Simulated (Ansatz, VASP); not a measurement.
**Te in VASP and in Ansatz**

```
Te
1.0
     4.41342    0.00000    0.00000
    -2.20671    3.82213    0.00000
     0.00000    0.00000    5.92500
Te
3
Cartesian
  3.2880 0.0000 1.9750
  -1.6440 2.8475 3.9500
  0.5627 0.9746 0.0000
```

Change from the starting cell: equal xx and yy strain of -1 %.

Alike in both runs: task single point; functional LDA; k mesh 9 × 9 × 6; occupations fermi-dirac, width 0.08 eV; no spin polarisation.

|  | VASP | Ansatz |
| --- | --- | --- |
| version | VASP 6.6.1 | Ansatz 0.2.0 |
| potentials or method | VASP PAW LDA potentials, release 64 (Te), cutoff 520 eV | all-electron LAPW, scalar-relativistic |

|  | VASP | Ansatz | Ansatz less VASP |
| --- | --- | --- | --- |
| pressure (GPa) | 0.7 | 0.6 | -0.15 |
| traceless stress, the component that is largest in VASP (GPa) | 0.67 | 0.56 | -0.104 |
| rms of the force components (eV/Å) | 0.372 | 0.346 | -0.0256 |

LDA's correlation is that of Perdew and Zunger in VASP and of Perdew and Wang (1992) in Ansatz. Atom by atom the forces differ by 0.026 eV/Å (rms over components). Ansatz ran all-electron here, and VASP with PAW potentials.

Spin-orbit coupling is off throughout.
